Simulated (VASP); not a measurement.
# Ca (Im-3m) in VASP: settings compared

The runs below take Ca through relaxation of cell and atoms, with LDA, PBE, PBEsol, RPBE, revPBE.

All numbers are computed with VASP 6.6.1; they aren't measurements. Logs are shortened: lines on timing, memory, paths and dates and some standing lists are left out, and cuts for length are marked.

## 1. The cell of the first run

It takes space group Im-3m (No. 229, cubic). The conventional cell has a = 4.480 Å, b = 4.480 Å, c = 4.480 Å, α = 90.00°, β = 90.00°, γ = 90.00°. Within 5.1 Å of Ca (site symmetry m-3m) lie 14 Ca at 3.88 to 4.48 Å.

## 2. Relaxation of cell and atoms, LDA

The input, INCAR:

```
SYSTEM = Ca
PREC = Accurate ; ENCUT = 600
EDIFF = 1E-7 ; ISMEAR = -1
SIGMA = 0.05 ; LREAL = .False.
LASPH = .True. ; NELM = 60
ALGO = Normal ; ISIF = 3
LWAVE = .False. ; LCHARG = .False.
IBRION = 2 ; NSW = 80
EDIFFG = -0.01
```

The input, KPOINTS:

```
Automatic mesh
0
Gamma
  8 8 8
  0 0 0
```

The input, POSCAR:

```
Ca
1.0
   -2.2400000000      2.2400000000      2.2400000000
    2.2400000000     -2.2400000000      2.2400000000
    2.2400000000      2.2400000000     -2.2400000000
Ca
1
Direct
    0.0000000000      0.0000000000      0.0000000000
```

Potentials or basis: VASP PAW LDA potentials, release 64 (Ca_sv).

Started as:

```sh
> cat potpaw_LDA.64/Ca_sv/POTCAR > POTCAR
> mpirun -np 1 vasp_std > vasp.out
```

OUTCAR:

```text
SYSTEM = Ca
   PREC = Accurate
   ENCUT = 600
   EDIFF = 1E-7
   ISMEAR = -1
   LREAL = .False.
   LASPH = .True.
   NELM = 60
   ISIF = 3
   IBRION = 2
   NSW = 80
   EDIFFG = -0.01

 ion  position               nearest neighbor table
   1  0.000  0.000  0.000-

  LATTYP: Found a body centered cubic cell.
 ALAT       =     4.4800000000

  Lattice vectors:

 A1 = (  -2.2400000000,   2.2400000000,   2.2400000000)
 A2 = (   2.2400000000,  -2.2400000000,   2.2400000000)
 A3 = (   2.2400000000,   2.2400000000,  -2.2400000000)

Analysis of symmetry for initial positions (statically):
=====================================================================
 Subroutine PRICEL returns:
 Original cell was already a primitive cell.

 Routine SETGRP: Setting up the symmetry group for a
 body centered cubic supercell.

 Subroutine GETGRP returns: Found 48 space group operations
 (whereof 48 operations were pure point group operations)
 out of a pool of 48 trial point group operations.

The static configuration has the point symmetry O_h .

Analysis of symmetry for dynamics (positions and initial velocities):
=====================================================================
 Subroutine PRICEL returns:
 Original cell was already a primitive cell.

 Routine SETGRP: Setting up the symmetry group for a
 body centered cubic supercell.

 Subroutine GETGRP returns: Found 48 space group operations
 (whereof 48 operations were pure point group operations)
 out of a pool of 48 trial point group operations.

The dynamic configuration has the point symmetry O_h .

 Subroutine INISYM returns: Found 48 space group operations
 (whereof 48 operations are pure point group operations),
 and found     1 'primitive' translations

----------------------------------------------------------------------------------------

                                     Primitive cell

  volume of cell :      44.9577

  direct lattice vectors                    reciprocal lattice vectors
    -2.240000000  2.240000000  2.240000000     0.000000000  0.223214286  0.223214286
     2.240000000 -2.240000000  2.240000000     0.223214286  0.000000000  0.223214286
     2.240000000  2.240000000 -2.240000000     0.223214286  0.223214286  0.000000000

  length of vectors
     3.879793809  3.879793809  3.879793809     0.315672670  0.315672670  0.315672670

  position of ions in fractional coordinates (direct lattice)
     0.000000000  0.000000000  0.000000000

  ion indices of the primitive-cell ions
   primitive index   ion index
                 1           1

----------------------------------------------------------------------------------------

 KPOINTS: Automatic mesh

Automatic generation of k-mesh.
 Grid dimensions read from file:
 generate k-points for:    8    8    8

 Generating k-lattice:

  Cartesian coordinates                     Fractional coordinates (reciprocal lattice)
     0.000000000  0.027901786  0.027901786     0.125000000  0.000000000  0.000000000
     0.027901786  0.000000000  0.027901786     0.000000000  0.125000000  0.000000000
     0.027901786  0.027901786  0.000000000     0.000000000  0.000000000  0.125000000

  Length of vectors
     0.039459084  0.039459084  0.039459084

  Shift w.r.t. Gamma in fractional coordinates (k-lattice)
     0.000000000  0.000000000  0.000000000

 Subroutine IBZKPT returns following result:
 ===========================================

 Found     29 irreducible k-points:

 Following reciprocal coordinates:
            Coordinates               Weight
  0.000000  0.000000  0.000000      1.000000
  0.125000  0.000000  0.000000     12.000000
  0.250000  0.000000  0.000000     12.000000
  0.375000  0.000000  0.000000     12.000000
  0.500000  0.000000  0.000000      6.000000
  0.125000  0.125000  0.000000     24.000000
[... 16 lines left out ...]
 -0.250000  0.250000  0.250000      6.000000
 -0.375000  0.375000  0.250000     24.000000
 [... further k-points ...]
   k-points           NKPTS =     29   k-points in BZ     NKDIM =     29   number of bands    NBANDS=      9
   number of dos      NEDOS =    301   number of ions     NIONS =      1
   total plane-waves  NPLWV =  32768
   dimension x,y,z NGX =    32 NGY =   32 NGZ =   32
   dimension x,y,z NGXF=    64 NGYF=   64 NGZF=   64
   ions per type =               1
   NGX,Y,Z   is equivalent  to a cutoff of  13.71, 13.71, 13.71 a.u.
   NGXF,Y,Z  is equivalent  to a cutoff of  27.42, 27.42, 27.42 a.u.
 SYSTEM =  Ca
   PREC   = accura    normal or accurate (medium, high low for compatibility)
   ISTART =      0    job   : 0-new  1-cont  2-samecut
   ICHARG =      2    charge: 1-file 2-atom 10-const
   ISPIN  =      1    spin polarized calculation?
   LNONCOLLINEAR =      F non collinear calculations
   LSORBIT =      F    spin-orbit coupling
   LASPH  =      T    aspherical Exc in radial PAW
   ENCUT  =  600.0 eV  44.10 Ry    6.64 a.u.   7.75  7.75  7.75*2*pi/ulx,y,z
   NELM   =     60;   NELMIN=  2; NELMDL= -5     # of ELM steps
   EDIFF  = 0.1E-06   stopping-criterion for ELM
   LREAL  =      F    real-space projection
   EDIFFG = -.1E-01   stopping-criterion for IOM
   NSW    =     80    number of steps for IOM
   IBRION =      2    ionic relax: 0-MD 1-quasi-New 2-CG
   NFREE  =      1    steps in history (QN), initial steepest desc. (CG)
   ISIF   =      3    stress and relaxation
   ISYM   =      2    0-nonsym 1-usesym 2-fastsym
   POTIM  = 0.5000    time-step for ionic-motion
   TEBEG  =    0.0;   TEEND  =   0.0 temperature during run
   PSTRESS=    0.0 pullay stress
   NELECT =      10.0000    total number of electrons
   NUPDOWN=      -1.0000    fix difference up-down
   EMIN   =  10.00;   EMAX   =-10.00  energy-range for DOS
   EFERMI =   0.00;   METHOD = LEGACY
   ISMEAR =    -1;   SIGMA  =   0.05  broadening in eV -4-tet -1-fermi 0-gaus
   EFERMI_NEDOS =   21; number of points for ismear=-14 and -15
   IALGO  =     38    algorithm
   IMIX   =      4    mixing-type and parameters
     AMIX     =   0.40;   BMIX     =  1.00
     AMIX_MAG =   1.60;   BMIX_MAG =  1.00
  volume/ion in A,a.u.               =      44.96       303.39
  Fermi-wavevector in a.u.,A,eV,Ry     =   0.991913  1.874443 13.386649  0.983891
  Thomas-Fermi vector in A             =   2.123688
   LORBIT       =      0    0 simple, 1 ext, 2 COOP (PROOUT), +10 PAW based schemes
   GGA     = CA    functional components
   LHFCALC =     F    Hartree Fock is set to
   AEXX    =    0.0000 exact exchange contribution
   IVDW    =     0    specifies the selected vdW correction
   LEPSILON=     F    determine dielectric tensor
   LRPA    =     F    only Hartree local field effects (RPA)
 conjugate gradient relaxation of ions
 non-spin polarized calculation
  energy-cutoff  :      600.00
  volume of cell :       44.96
 maximum number of plane-waves:      1509
   NGX = 15   NGY = 15   NGZ = 15

--------------------------------------- Ionic step        1  -------------------------------------------

 number of electron      10.0000000 magnetization

 Free energy of the ion-electron system (eV)
  ---------------------------------------------------
  ext. energy  EPLUGINS =         0.00000000
  ---------------------------------------------------
  free energy    TOTEN  =        -2.13604237 eV

  energy without entropy =       -2.12314925  energy(sigma->0) =       -2.12959581

------------------------ aborting loop because EDIFF is reached ----------------------------------------

  FORCE on cell =-STRESS in cart. coord.  units (eV):
  Direction    XX          YY          ZZ          XY          YZ          ZX
  --------------------------------------------------------------------------------------
  -------------------------------------------------------------------------------------
  Total       -0.6913891     -0.6913891     -0.6913891      0.0000000      0.0000000     -0.0000000
  in kB      -24.6393396    -24.6393396    -24.6393396      0.0000000      0.0000000     -0.0000000
  external PRESSURE =     -24.6393396 kB  Pullay stress =       0.0000000 kB
[... 90 lines left out ...]
  energy  without entropy=       -2.1909811497  energy(sigma->0) =       -2.19560658

--------------------------------------- Ionic step        4  -------------------------------------------

 number of electron       9.9999999 magnetization

 Free energy of the ion-electron system (eV)
  ---------------------------------------------------
  ext. energy  EPLUGINS =         0.00000000
  ---------------------------------------------------
  free energy    TOTEN  =        -2.20040072 eV

  energy without entropy =       -2.19146973  energy(sigma->0) =       -2.19593522

 E-fermi :   2.2833     XC(G=0):  -8.3463

 val. band max:        2.2064677242   @ k =   0.5000   0.5000   0.3750
 cond. band min:       2.2898678799   @ k =   0.5000   0.5000   0.2500
 fundamental gap:      0.0834001557
 Fermi energy:         2.2833482004

 k-point     1 :       0.0000    0.0000    0.0000
  band No.  band energies     occupation
      1     -39.0034      2.00000
      2     -20.1901      2.00000
      3     -20.1901      2.00000
      4     -20.1901      2.00000
      5      -1.9555      2.00000
      6       4.6477      0.00000
      7       4.6477      0.00000
      8       4.6477      0.00000
      9       5.8579      0.00000
[... 265 lines left out ...]
 k-point    24 :      -0.3750    0.3750    0.2500
  band No.  band energies     occupation
      1     -38.9694      2.00000
      2     -20.3560      2.00000
      3     -20.2945      2.00000
      4     -20.2726      2.00000
      5       1.2923      2.00000
      6       2.9515      0.00000
      7       4.5391      0.00000
      8       4.7625      0.00000
      9       6.0172      0.00000

 [... further k-points ...]
[... 5 lines left out ...]
  --------------------------------------------------------------------------------------
  -------------------------------------------------------------------------------------
  Total        0.0031449      0.0031449      0.0031449     -0.0000000      0.0000000     -0.0000000
  in kB        0.1341994      0.1341994      0.1341994     -0.0000000      0.0000000     -0.0000000
  external PRESSURE =       0.1341994 kB  Pullay stress =       0.0000000 kB
[... 16 lines left out ...]
  FREE ENERGIE OF THE ION-ELECTRON SYSTEM (eV)
  ---------------------------------------------------
  free  energy   TOTEN  =        -2.2004007156 eV

  energy  without entropy=       -2.1914697300  energy(sigma->0) =       -2.19593522

 reached required accuracy - stopping structural energy minimisation
```

Run time: 23 s. Hardware: 1 thread of AMD EPYC 9R45 (Zen 5), shared host; peak memory 0.14 GiB.

Results:

* Free energy: -2.2004 eV
* Relaxed volume: 37.55 Å³/atom
* Relaxed cell: a = 3.654 Å, b = 3.654 Å, c = 3.654 Å, α = 109.47°, β = 109.47°, γ = 109.47°
* Space group after relaxing (to 0.05 Å): Im-3m (No. 229)
* Energy gained by relaxing: 64.4 meV/atom
* Ionic steps: 4
* Pressure after relaxing: 0.0 GPa
* Band gap on the k mesh: zero (band 5 reaches 2.66 eV, above the bottom of band 6 at 2.18 eV)

The path:
```
step  energy change (eV)  largest force (eV/Å)  pressure (GPa)  volume (Å³)
   1              0.0000                0.0000           -2.46        44.96
   2             -0.0517                0.0000           -1.26        40.61
   3             -0.0642                0.0000           -0.16        37.91
   4             -0.0644                0.0000            0.01        37.55
```

Final structure:
```yaml
crystal:
  lattice:
    - [-2.10946, 2.10946, 2.10946]
    - [2.10946, -2.10946, 2.10946]
    - [2.10946, 2.10946, -2.10946]
  atoms:
    - { symbol: Ca, position: [0.00000, 0.00000, 0.00000] }
```

Levels at points of the mesh, in eV from the Fermi level:
```tsv
k point	band 2	band 3	band 4	band 5	band 6	band 7	band 8	band 9
(0.00, 0.00, 0.00)	-22.47	-22.47	-22.47	-4.24	2.36	2.36	2.36	3.57
(0.50, 0.00, 0.00)	-22.70	-22.55	-22.47	-0.99	0.19	1.29	3.48	3.89
(0.50, 0.50, 0.50)	-22.63	-22.63	-22.63	-0.10	-0.10	4.45	4.45	4.45
```

Caveat: the volume moved by over 15 % at a fixed basis, so the end points are rough; the volume moved by -16 % from the deposited cell, more than functionals usually miss.

(Continued in part 2 of 2.)
